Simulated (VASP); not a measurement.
# C (P1) in VASP: single point with PBE+D3(BJ)

Aim: the single point of C with PBE+D3(BJ).

Program: VASP 6.6.1. These are calculated values, not measurements. Logs are shortened: lines on timing, memory, paths and dates and some standing lists are left out, and cuts for length are marked.

## Step 1: The cell of the first run

The typed cell holds 16 atoms: a = 5.049 Å, b = 5.049 Å, c = 5.049 Å, α = 60.00°, β = 60.00°, γ = 60.00°.

## Step 2: Single point, PBE+D3(BJ)

INCAR reads:

```
ALGO = Normal ; EDIFF = 1E-7
ENCUT = 520 ; GGA = PE
ISIF = 2 ; ISMEAR = -1
IVDW = 12 ; LASPH = T
LCHARG = F ; LREAL = Auto
LWAVE = F ; NBANDS = 46
NELM = 80 ; PREC = Accurate
SIGMA = 0.24
```

KPOINTS reads:

```
k-points
0
Gamma
  4 4 4
```

POSCAR reads:

```
C
1.0
    0.0000000000      3.5700000000      3.5700000000
    3.5700000000      0.0000000000      3.5700000000
    3.5700000000      3.5700000000      0.0000000000
C
16
Direct
   -0.0142717087      0.0037955182      0.0074929972
    0.1003361345      0.1400000000      0.1305882353
   -0.0154061625      0.0233333333      0.4865546218
    0.1246918768      0.1202661064      0.6255042017
    0.0107422969      0.5269607843     -0.0396778711
    0.1140056022      0.6498319328      0.0831092437
    0.0338235294      0.5038235294      0.4689775910
    0.1189775910      0.6474089636      0.6090616246
    0.4860224090      0.0250140056     -0.0147058824
    0.6121008403      0.1024929972      0.1415966387
    0.4820728291      0.0056022409      0.5197478992
    0.6274649860      0.1331232493      0.6171288515
    0.4651400560      0.4787815126      0.0407422969
    0.6573389356      0.6049579832      0.1056862745
    0.4875770308      0.5389495798      0.4713865546
    0.6006162465      0.6426890756      0.6140896359
```

Potentials or basis: VASP PAW PBE potentials, release 64 (C).

Command:

```console
$ cat potpaw_PBE.64/C/POTCAR > POTCAR
$ mpirun -np 1 vasp_std > vasp.out
```

OUTCAR:

```text
EDIFF = 1E-7
   ENCUT = 520
   GGA = PE
   ISIF = 2
   ISMEAR = -1
   IVDW = 12
   LASPH = T
   LREAL = Auto
   NELM = 80
   PREC = Accurate
 IVDW          = 12

 ion  position               nearest neighbor table
   1  0.986  0.004  0.007-   6 1.47   2 1.54  10 1.54   4 1.58
   2  0.100  0.140  0.131-   3 1.47   1 1.54   9 1.59   5 1.61
   3  0.985  0.023  0.487-   2 1.47  12 1.47   8 1.55   4 1.55
   4  0.125  0.120  0.626-  11 1.48   3 1.55   1 1.58   7 1.59
   5  0.011  0.527  0.960-   6 1.44   8 1.45  14 1.47   2 1.61
   6  0.114  0.650  0.083-   5 1.44   1 1.47  13 1.49   7 1.61
[... 8 lines left out ...]
  15  0.488  0.539  0.471-  16 1.49   8 1.52  14 1.53  12 1.67
  16  0.601  0.643  0.614-  15 1.49  11 1.50  13 1.76   7 1.79

  LATTYP: Found a face centered cubic cell.
 ALAT       =     7.1400000000

  Lattice vectors:

 A1 = (   0.0000000000,   3.5700000000,   3.5700000000)
 A2 = (   3.5700000000,   0.0000000000,   3.5700000000)
 A3 = (   3.5700000000,   3.5700000000,   0.0000000000)

Analysis of symmetry for initial positions (statically):
=====================================================================
 Subroutine PRICEL returns:
 Original cell was already a primitive cell.

 Routine SETGRP: Setting up the symmetry group for a
 face centered cubic supercell.

 Subroutine GETGRP returns: Found  1 space group operations
 (whereof  1 operations were pure point group operations)
 out of a pool of 48 trial point group operations.

The static configuration has the point symmetry C_1 .

Analysis of symmetry for dynamics (positions and initial velocities):
=====================================================================
 Subroutine PRICEL returns:
 Original cell was already a primitive cell.

 Routine SETGRP: Setting up the symmetry group for a
 face centered cubic supercell.

 Subroutine GETGRP returns: Found  1 space group operations
 (whereof  1 operations were pure point group operations)
 out of a pool of 48 trial point group operations.

The dynamic configuration has the point symmetry C_1 .

 Subroutine INISYM returns: Found  1 space group operations
 (whereof  1 operations are pure point group operations),
 and found     1 'primitive' translations

----------------------------------------------------------------------------------------

                                     Primitive cell

  volume of cell :      90.9986

  direct lattice vectors                    reciprocal lattice vectors
     0.000000000  3.570000000  3.570000000    -0.140056022  0.140056022  0.140056022
     3.570000000  0.000000000  3.570000000     0.140056022 -0.140056022  0.140056022
     3.570000000  3.570000000  0.000000000     0.140056022  0.140056022 -0.140056022

  length of vectors
     5.048742418  5.048742418  5.048742418     0.242584147  0.242584147  0.242584147

  position of ions in fractional coordinates (direct lattice)
     0.985728291  0.003795518  0.007492997
     0.100336134  0.140000000  0.130588235
     0.984593838  0.023333333  0.486554622
     0.124691877  0.120266106  0.625504202
     0.010742297  0.526960784  0.960322129
     0.114005602  0.649831933  0.083109244
[... 8 lines left out ...]
     0.487577031  0.538949580  0.471386555
     0.600616247  0.642689076  0.614089636

  ion indices of the primitive-cell ions
   primitive index   ion index
                 1           1
                 2           2
                 3           3
                 4           4
                 5           5
                 6           6
[... 8 lines left out ...]
                15          15
                16          16

----------------------------------------------------------------------------------------

 KPOINTS: k-points

Automatic generation of k-mesh.
 Grid dimensions read from file:
 generate k-points for:    4    4    4

 Generating k-lattice:

  Cartesian coordinates                     Fractional coordinates (reciprocal lattice)
    -0.035014006  0.035014006  0.035014006     0.250000000  0.000000000  0.000000000
     0.035014006 -0.035014006  0.035014006     0.000000000  0.250000000  0.000000000
     0.035014006  0.035014006 -0.035014006     0.000000000  0.000000000  0.250000000

  Length of vectors
     0.060646037  0.060646037  0.060646037

  Shift w.r.t. Gamma in fractional coordinates (k-lattice)
     0.000000000  0.000000000  0.000000000

 Subroutine IBZKPT returns following result:
 ===========================================

 Found     36 irreducible k-points:

 Following reciprocal coordinates:
            Coordinates               Weight
  0.000000  0.000000  0.000000      1.000000
  0.250000  0.000000  0.000000      2.000000
  0.000000  0.250000  0.000000      2.000000
  0.000000  0.000000  0.250000      2.000000
  0.250000  0.250000  0.250000      2.000000
  0.500000  0.000000  0.000000      1.000000
[... 16 lines left out ...]
  0.250000  0.500000  0.500000      2.000000
  0.500000  0.000000  0.250000      2.000000
 [... further k-points ...]
   k-points           NKPTS =     36   k-points in BZ     NKDIM =     36   number of bands    NBANDS=     46
   number of dos      NEDOS =    301   number of ions     NIONS =     16
   total plane-waves  NPLWV =  64000
   dimension x,y,z NGX =    40 NGY =   40 NGZ =   40
   dimension x,y,z NGXF=    80 NGYF=   80 NGZF=   80
   ions per type =              16
   NGX,Y,Z   is equivalent  to a cutoff of  13.17, 13.17, 13.17 a.u.
   NGXF,Y,Z  is equivalent  to a cutoff of  26.34, 26.34, 26.34 a.u.
 SYSTEM =  unknown system
   PREC   = accura    normal or accurate (medium, high low for compatibility)
   ISTART =      0    job   : 0-new  1-cont  2-samecut
   ICHARG =      2    charge: 1-file 2-atom 10-const
   ISPIN  =      1    spin polarized calculation?
   LNONCOLLINEAR =      F non collinear calculations
   LSORBIT =      F    spin-orbit coupling
   LASPH  =      T    aspherical Exc in radial PAW
   ENCUT  =  520.0 eV  38.22 Ry    6.18 a.u.   9.39  9.39  9.39*2*pi/ulx,y,z
   NELM   =     80;   NELMIN=  2; NELMDL= -5     # of ELM steps
   EDIFF  = 0.1E-06   stopping-criterion for ELM
   LREAL  =      T    real-space projection
   EDIFFG = 0.1E-05   stopping-criterion for IOM
   NSW    =      0    number of steps for IOM
   IBRION =     -1    ionic relax: 0-MD 1-quasi-New 2-CG
   NFREE  =      0    steps in history (QN), initial steepest desc. (CG)
   ISIF   =      2    stress and relaxation
   ISYM   =      2    0-nonsym 1-usesym 2-fastsym
   POTIM  = 0.5000    time-step for ionic-motion
   TEBEG  =    0.0;   TEEND  =   0.0 temperature during run
   PSTRESS=    0.0 pullay stress
   NELECT =      64.0000    total number of electrons
   NUPDOWN=      -1.0000    fix difference up-down
   EMIN   =  10.00;   EMAX   =-10.00  energy-range for DOS
   EFERMI =   0.00;   METHOD = LEGACY
   ISMEAR =    -1;   SIGMA  =   0.24  broadening in eV -4-tet -1-fermi 0-gaus
   EFERMI_NEDOS =   21; number of points for ismear=-14 and -15
   IALGO  =     38    algorithm
   IMIX   =      4    mixing-type and parameters
     AMIX     =   0.40;   BMIX     =  1.00
     AMIX_MAG =   1.60;   BMIX_MAG =  1.00
  volume/ion in A,a.u.               =       5.69        38.38
  Fermi-wavevector in a.u.,A,eV,Ry     =   1.455872  2.751200 28.838420  2.119564
  Thomas-Fermi vector in A             =   2.572856
   LORBIT       =      0    0 simple, 1 ext, 2 COOP (PROOUT), +10 PAW based schemes
   GGA     = PE    functional components
   LHFCALC =     F    Hartree Fock is set to
   AEXX    =    0.0000 exact exchange contribution
   IVDW    =    12    specifies the selected vdW correction
   LEPSILON=     F    determine dielectric tensor
   LRPA    =     F    only Hartree local field effects (RPA)
 non-spin polarized calculation
  energy-cutoff  :      520.00
  volume of cell :       91.00
 maximum number of plane-waves:      2468
 NGX is ok and might be reduce to    40
   NGX = 19   NGY = 19   NGZ = 19

 number of electron      64.0000000 magnetization

 Free energy of the ion-electron system (eV)
  ---------------------------------------------------
  ext. energy  EPLUGINS =         0.00000000
  ---------------------------------------------------
  free energy    TOTEN  =      -140.65999470 eV

  energy without entropy =     -140.65679913  energy(sigma->0) =     -140.65839691

 E-fermi :  11.7537     XC(G=0): -13.2485

 val. band max:       10.7770129520   @ k =   0.0000   0.0000   0.0000
 cond. band min:      12.9672987308   @ k =   0.0000   0.0000   0.0000
 fundamental gap:      2.1902857789
 Fermi energy:        11.7537227280

 k-point     1 :       0.0000    0.0000    0.0000
  band No.  band energies     occupation
      1     -11.9237      2.00000
      2      -6.7701      2.00000
      3      -6.4380      2.00000
      4      -5.9535      2.00000
      5      -5.8030      2.00000
      6      -4.4619      2.00000
[... 36 lines left out ...]
     43      17.1603      0.00000
     44      17.2243      0.00000

 k-point     2 :       0.2500    0.0000    0.0000
  band No.  band energies     occupation
      1     -11.5137      2.00000
      2      -8.1990      2.00000
      3      -6.5389      2.00000
      4      -6.4225      2.00000
      5      -5.8706      2.00000
      6      -5.0974      2.00000
[... 36 lines left out ...]
     43      17.3980      0.00000
     44      17.6702      0.00000

 k-point     3 :       0.0000    0.2500    0.0000
  band No.  band energies     occupation
      1     -11.5032      2.00000
      2      -8.2912      2.00000
      3      -6.5081      2.00000
      4      -6.3672      2.00000
      5      -5.7775      2.00000
      6      -5.1833      2.00000
[... 36 lines left out ...]
     43      17.3443      0.00000
     44      17.4702      0.00000

 k-point     4 :       0.0000    0.0000    0.2500
  band No.  band energies     occupation
      1     -11.5019      2.00000
      2      -8.2848      2.00000
      3      -6.5993      2.00000
      4      -6.2538      2.00000
      5      -5.9402      2.00000
      6      -5.1755      2.00000
[... 882 lines left out ...]
     43      18.7151      0.00000
     44      18.9112      0.00000

 k-point    23 :       0.2500    0.5000    0.5000
  band No.  band energies     occupation
      1     -10.4373      2.00000
      2      -9.3099      2.00000
      3      -8.0119      2.00000
      4      -7.2160      2.00000
      5      -6.9512      2.00000
      6      -4.9946      2.00000
[... 36 lines left out ...]
     43      18.4152      0.00000
     44      18.9025      0.00000

 k-point    24 :       0.5000    0.0000    0.2500
  band No.  band energies     occupation
      1     -10.4840      2.00000
      2      -9.1718      2.00000
      3      -8.1667      2.00000
      4      -7.1699      2.00000
      5      -6.8373      2.00000
      6      -5.0309      2.00000
[... 36 lines left out ...]
     43      18.4493      0.00000
     44      18.7945      0.00000

 [... further k-points ...]

 [bands above 44 left out]

------------------------ aborting loop because EDIFF is reached ----------------------------------------

 Edisp (eV)   -3.05160

 E8    (eV) :    -0.8786

  FORCE on cell =-STRESS in cart. coord.  units (eV):
  Direction    XX          YY          ZZ          XY          YZ          ZX
  --------------------------------------------------------------------------------------
  -------------------------------------------------------------------------------------
  Total       2.92884     2.58060     1.64258    -0.29021     0.57604    -0.52042
  in kB      51.56703    45.43566    28.92028    -5.10965    10.14206    -9.16281
  external pressure =       41.97 kB  Pullay stress =        0.00 kB

 VOLUME and BASIS-vectors are now :
 -----------------------------------------------------------------------------
  energy-cutoff  :      520.00
  volume of cell :       91.00
      direct lattice vectors                 reciprocal lattice vectors
     0.000000000  3.570000000  3.570000000    -0.140056022  0.140056022  0.140056022
     3.570000000  0.000000000  3.570000000     0.140056022 -0.140056022  0.140056022
     3.570000000  3.570000000  0.000000000     0.140056022  0.140056022 -0.140056022

 POSITION                                       TOTAL-FORCE (eV/Angst)
 -----------------------------------------------------------------------------------
      0.04030      3.54580      3.53260        -0.123839     -2.226180      1.377747
      0.96600      0.82440      0.85800        -3.496255     -0.175816      3.150632
      1.82030      5.25200      3.59830         0.277880      2.440051     -0.150241
      2.66240      2.67820      0.87450         2.906817     -2.253630      1.602078
      5.30960      3.46670      1.91960        -0.158451      0.923908     -4.989371
      2.61660      0.70370      2.72690         2.969144      7.021217     -1.151962
[... 8 lines left out ...]
      3.60690      3.42350      3.66470        -1.785399      3.878548     -0.471353
      4.48670      4.33650      4.43860        -0.567810      4.702811      0.598631
 -----------------------------------------------------------------------------------
    total drift:                                0.006480      0.015475      0.009141

  FREE ENERGIE OF THE ION-ELECTRON SYSTEM (eV)
  ---------------------------------------------------
  free  energy   TOTEN  =      -143.7115984705 eV

  energy  without entropy=     -143.7084029021  energy(sigma->0) =     -143.71000069
```

Wall time 2.4 min (1 thread of Intel Xeon 6975P-C (Granite Rapids), shared host); peak memory 0.29 GiB.

What came out:

```
Free energy                : -143.7116 eV
Pressure                   : 4.2 GPa
Largest force              : 8.660 eV/Å
Band gap on the k mesh     : 2.19 eV
Dispersion energy per atom : -0.191 eV
```

Forces in eV/Å, atoms in the order of the input:
```
C   -0.124 -2.226  1.378
C   -3.496 -0.176  3.151
C    0.278  2.440 -0.150
C    2.907 -2.254  1.602
C   -0.158  0.924 -4.989
C    2.969  7.021 -1.152
C    3.078 -3.486 -5.025
C   -3.613 -2.144  1.322
C   -1.895  2.338 -2.440
C    2.450 -1.842  2.125
C   -3.596  0.312  0.053
C    3.013 -2.377 -0.944
C   -4.552 -1.234  7.263
C    5.094 -5.879 -2.319
C   -1.785  3.879 -0.471
C   -0.568  4.703  0.599
```

Levels at points of the mesh, in eV from the valence-band top:
```csv
k point,band 29,band 30,band 31,band 32,band 33,band 34,band 35,band 36
"(0.00, 0.00, 0.00)",-2.83,-1.52,-0.34,0.00,2.19,2.39,3.15,3.30
"(0.50, 0.00, 0.00)",-3.46,-2.95,-2.33,-1.43,2.98,4.04,4.43,4.87
"(0.00, 0.50, 0.00)",-3.21,-3.08,-2.67,-1.35,3.44,4.04,4.16,4.46
"(0.00, 0.00, 0.50)",-3.24,-2.78,-2.16,-1.91,3.44,3.98,4.24,4.70
"(0.50, 0.50, 0.50)",-3.87,-2.79,-1.60,-1.19,3.60,4.05,4.33,4.42
"(0.50, 0.50, 0.00)",-4.42,-4.19,-3.02,-2.81,2.90,3.08,5.05,6.08
"(0.00, 0.50, 0.50)",-4.48,-3.49,-3.32,-2.50,2.85,3.05,4.89,6.09
"(0.50, 0.00, 0.50)",-4.56,-3.96,-3.24,-2.36,2.92,3.14,5.06,6.09
```

Caveat: the cell stands under pressure; forces of over 1 eV/Å act on the atoms, so gaps and moduli don't describe the material at rest.
